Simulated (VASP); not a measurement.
Wanted: the native input for a VASP 6.6.1 run.

```yaml
Task: relaxation of cell and atoms
Functional: r2SCAN
Potentials_or_basis: VASP PAW PBE potentials, release 64 (Rh_sv_GW)
Cutoff: 680 eV
k_mesh: 13 × 13 × 13
Occupations: fermi-dirac, width 0.1 eV
Spin: no spin polarisation
Dipole_correction: no
Further_INCAR_settings: ALGO = Normal; EDIFF = 1e-07; IBRION = 2; EDIFFG = -0.01; NSW = 80; ISIF = 3
```

Rh:

```
CELL_PARAMETERS angstrom
2.45806 0.00000 0.00000
0.00000 2.45806 0.00000
0.00000 0.00000 2.45806
ATOMIC_POSITIONS crystal
Rh 0.00000 0.00000 0.00000
```

This isn't the form of Rh at room conditions, which is fcc.

The input as run:

POSCAR

```
Rh
1.0
    2.4580591709      0.0000000000      0.0000000000
    0.0000000000      2.4580591709      0.0000000000
    0.0000000000      0.0000000000      2.4580591709
Rh
1
Direct
    0.0000000000      0.0000000000      0.0000000000
```

INCAR.step1

```
ALGO     = Normal         # electronic algorithm
EDIFF    = 1E-5           # SCF threshold, eV
EDIFFG   = -0.005         # ionic threshold
ENCUT    = 680            # plane-wave cutoff, eV
GGA      = PE             # functional
GGA_COMPAT= False        
IBRION   = 2              # ionic algorithm
ISIF     = 3              # what is computed and relaxed
ISMEAR   = -1             # smearing method
LASPH    = True           # aspherical terms in the spheres
LCHARG   = False          # write CHGCAR
LREAL    = False          # projectors in reciprocal space
LWAVE    = True           # write WAVECAR
NELM     = 120            # most SCF steps
NELMIN   = 4            
NSW      = 100            # ionic steps
PREC     = Accurate       # precision mode
SIGMA    = 0.1            # smearing width, eV
```

INCAR.step2

```
ALGO     = Normal         # electronic algorithm
EDIFF    = 1E-7           # SCF threshold, eV
EDIFFG   = -0.01          # ionic threshold
ENCUT    = 680            # plane-wave cutoff, eV
GGA_COMPAT= False        
IBRION   = 2              # ionic algorithm
ISIF     = 3              # what is computed and relaxed
ISMEAR   = -1             # smearing method
ISTART   = 1            
LASPH    = True           # aspherical terms in the spheres
LCHARG   = False          # write CHGCAR
LMIXTAU  = True         
LREAL    = False          # projectors in reciprocal space
LWAVE    = False          # write WAVECAR
METAGGA  = R2SCAN         # meta-GGA
NELM     = 120            # most SCF steps
NELMIN   = 4            
NSW      = 80             # ionic steps
PREC     = Accurate       # precision mode
SIGMA    = 0.1            # smearing width, eV
```

KPOINTS

```
k-points
0
Gamma
  13 13 13
```

Potentials or basis: VASP PAW PBE potentials, release 64 (Rh_sv_GW).

The run is started by

```bash
$ cat potpaw_PBE.64/Rh_sv_GW/POTCAR > POTCAR
$ cp INCAR.step1 INCAR
$ mpirun -np 1 vasp_std > vasp.out
$ cp INCAR.step2 INCAR
$ mpirun -np 1 vasp_std > vasp.out
```

Results of the run:

* Relaxed volume: 15.89 Å³/atom
* Relaxed cell: a = 2.514 Å, b = 2.514 Å, c = 2.514 Å, α = 90.00°, β = 90.00°, γ = 90.00°
* Space group after relaxing (to 0.1 Å): Pm-3m (No. 221)
* Energy gained by relaxing: 48.9 meV/atom
* Ionic steps: 4
* Pressure after relaxing: -0.1 GPa
* Band gap on the k mesh: zero (an odd number of electrons rules out a gap without spin polarisation)

Caveat: the PAW data sets were made with another functional, which shifts forces and pressure a little.

It took 4 min on 1 thread of Intel(R) Xeon(R) Platinum 8488C (Sapphire Rapids), on a shared host, peak memory 0.18 GiB.
